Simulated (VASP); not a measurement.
Write the native input for VASP 6.6.1 that does the following.

```yaml
Task: single point
Functional: PBE
Potentials_or_basis: VASP PAW PBE potentials, release 64 (Ca_sv, In_d, C, N)
Cutoff: 520 eV
k_mesh: 4 × 4 × 4
Occupations: gaussian, width 0.1 eV
Spin: collinear spin, ferromagnetic start
Starting_moments: "[0.0, 0.0, 1.0, 1.0, 1.0, 1.0, 1.0, 1.0, 1.0, 1.0] μB"
Dipole_correction: no
Further_INCAR_settings: ALGO = Normal; EDIFF = 1e-07; NBANDS = 44
```

The structure of CaInC4N4 lies in POSCAR:

```
CaInC4N4
1.0
    6.2134436000      0.0000000000      0.0000000000
    0.0000000000      6.2134436000      0.0000000000
    0.0000000000      0.0000000000      6.2134436000
Ca In C N
1 1 4 4
Direct
    0.5000000000      0.5000000000      0.5000000000
    0.0000000000      0.0000000000      0.0000000000
    0.1859319800      0.1859319800      0.1859319800
    0.1859319800      0.8140680200      0.8140680200
    0.8140680200      0.1859319800      0.8140680200
    0.8140680200      0.8140680200      0.1859319800
    0.2946478300      0.2946478300      0.2946478300
    0.2946478300      0.7053521700      0.7053521700
    0.7053521700      0.2946478300      0.7053521700
    0.7053521700      0.7053521700      0.2946478300
```

The input as run:

INCAR

```
PREC = Accurate ; ENCUT = 520
EDIFF = 1E-7 ; ISMEAR = 0
SIGMA = 0.1 ; LREAL = F
LASPH = T ; NELM = 150
ALGO = Normal ; ISIF = 2
LWAVE = F ; LCHARG = F
ISPIN = 2 ; MAGMOM = 0 0 1 1 1 1 1 1 1 1
LORBIT = 11 ; GGA = PE
NBANDS = 44
```

KPOINTS

```
Automatic mesh
0
Gamma
  4 4 4
```

Potentials or basis: VASP PAW PBE potentials, release 64 (Ca_sv, In_d, C, N).

Command:

```sh
$ cat potpaw_PBE.64/Ca_sv/POTCAR potpaw_PBE.64/In_d/POTCAR potpaw_PBE.64/C/POTCAR potpaw_PBE.64/N/POTCAR > POTCAR
$ mpirun -np 1 vasp_std > vasp.out
```

Results of the run:

| Property | Result |
| --- | --- |
| Pressure | 8.4 GPa |
| Largest force | 1.872 eV/Å |
| Net moment | 0.00 μB per cell |
| Valence electrons inside the program's atomic spheres | Ca 8.27; In 12.04; C 2.64; N 3.89 |

Caveat: the cell stands under pressure; forces of over 1 eV/Å act on the atoms, so gaps and moduli don't describe the material at rest.

Wall time 4.6 min on 1 thread of Intel(R) Xeon(R) 6975P-C (Granite Rapids) (shared host), peak memory 0.51 GiB.
